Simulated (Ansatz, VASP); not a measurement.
In3GaP4: VASP beside Ansatz

```
CELL_PARAMETERS angstrom
3.93080 0.00000 0.00000
0.00000 3.93080 0.00000
0.00000 0.00000 10.59194
ATOMIC_POSITIONS crystal
In 0.00000 0.00000 0.75449
In 0.00000 0.00000 0.24551
In 0.50000 0.50000 0.50000
Ga 0.50000 0.50000 0.00000
P 0.00000 0.00000 0.00000
P 0.50000 0.50000 0.23072
P 0.00000 0.00000 0.50000
P 0.50000 0.50000 0.76928
```

Alike in both runs: functional PBE; k mesh 4 × 4 × 2; occupations gaussian, width 0.1 eV; no spin polarisation.

Ansatz relaxed the structure, and its values are those at the end. VASP's run is a single point on that final structure, the one shown.

|  | VASP | Ansatz |
| --- | --- | --- |
| version | VASP 6.6.1 | Ansatz 0.2.0 |
| potentials or method | VASP PAW PBE potentials, release 64 (In_d, Ga_d, P), cutoff 520 eV | scalar-relativistic, plane waves, PAW |
| valence electrons in the cell | 72 | 72 |

```tsv
	VASP	Ansatz	Ansatz less VASP
gap on the k mesh at the Fermi level (eV)	none	none	-
pressure (GPa)	0.0	0.0	+0.02
rms of the force components (eV/Å)	0.013	0.011	-0.0014
```

A gap of «none» marks a metal or a gap that the smearing closes.

The k mesh is coarse, so the values compare programs but aren't converged.
